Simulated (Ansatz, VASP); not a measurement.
One calculation of YSi2Hg2, two programs

```xyz
5
Lattice="0.0000 4.5636 0.0000 4.5636 0.0000 0.0000 2.2818 2.2818 -5.1956" Properties=species:S:1:pos:R:3 pbc="T T T"
Y     0.0000    0.0000    0.0000
Si    2.2818    2.2818   -1.2677
Si    4.5636    4.5636   -3.9279
Hg    2.2818    4.5636   -2.5978
Hg    4.5636    2.2818   -2.5978
```

Alike in both runs: task single point; functional PBE; k mesh 6 × 6 × 6; occupations gaussian, width 0.0106 eV; no spin polarisation.

|  | VASP | Ansatz |
| --- | --- | --- |
| version | VASP 6.6.1 | Ansatz 0.2.0 |
| potentials or method | VASP PAW PBE potentials, release 64 (Y_sv, Si, Hg), cutoff 520 eV | PAW plane waves |
| valence electrons in the cell | 43 | 59 |

```csv
,VASP,Ansatz,Ansatz less VASP
pressure (GPa),1.3,1.1,-0.22
"traceless stress, the component that is largest in VASP (GPa)",-2.64,-2.52,+0.118
rms of the force components (eV/Å),0.663,0.652,-0.0113
```

Atom by atom the forces differ by 0.011 eV/Å (rms over components). The functional is the same, so the differences come from potentials, cutoffs and numerics. VASP's potentials hold 43 valence electrons a cell and Ansatz's 59, so a difference there can come from the potentials and not from the codes.

Neither program's run includes spin-orbit coupling.
